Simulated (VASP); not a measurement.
Runs of VASP 6.6.1 on KBr. The structure is that of space group F-43m (No. 216), or close to it. The cells are those of the table. 

| level | cell | k mesh | smearing | grid for exact exchange (PRECFOCK) | screening parameter | gap on the mesh (eV) | pressure (GPa) |
| --- | --- | --- | --- | --- | --- | --- | --- |
| HSE06 | a = 5.200 Å, angles 60.0°, 2 atoms | 4 × 4 × 4 | gaussian 0.01 eV | Normal | 0.2079 1/Å | (b) | 0.3 |
| r2SCAN | a = 5.304, b = 5.304, c = 5.216 Å, angles 60.5, 60.5, 58.9°, 2 atoms | 6 × 6 × 6 | gaussian 0.01 eV | - | - | (a) | (c) |
| HSE06 | a = 5.304, b = 5.304, c = 5.216 Å, angles 60.5, 60.5, 58.9°, 2 atoms | 4 × 4 × 4 | gaussian 0.01 eV | Normal | 0.2079 1/Å | 5.31 | -0.2 |
| PBE | a = 5.200 Å, angles 60.0°, 2 atoms | 6 × 6 × 6 | fermi-dirac 0.02 eV | - | - | 4.30 | 0.4 |
| PBE | a = 5.244, b = 5.244, c = 5.157 Å, angles 60.5, 60.5, 58.9°, 2 atoms | 6 × 6 × 6 | fermi-dirac 0.02 eV | - | - | 4.27 | 0.3 |

Alike in all rows: task single point; potentials or basis VASP PAW PBE potentials, release 64 (K_sv, Br); no spin polarisation; cutoff (eV) 520.

Problem. Estimate the missing entries.

Solution. (a) 4.78; (b) 5.41; (c) -0.3.

Caveats: the PAW data sets were made with another functional, which shifts forces and pressure a little (some runs).

A k mesh can miss the band edges, and the runs leave out spin-orbit coupling on Br.
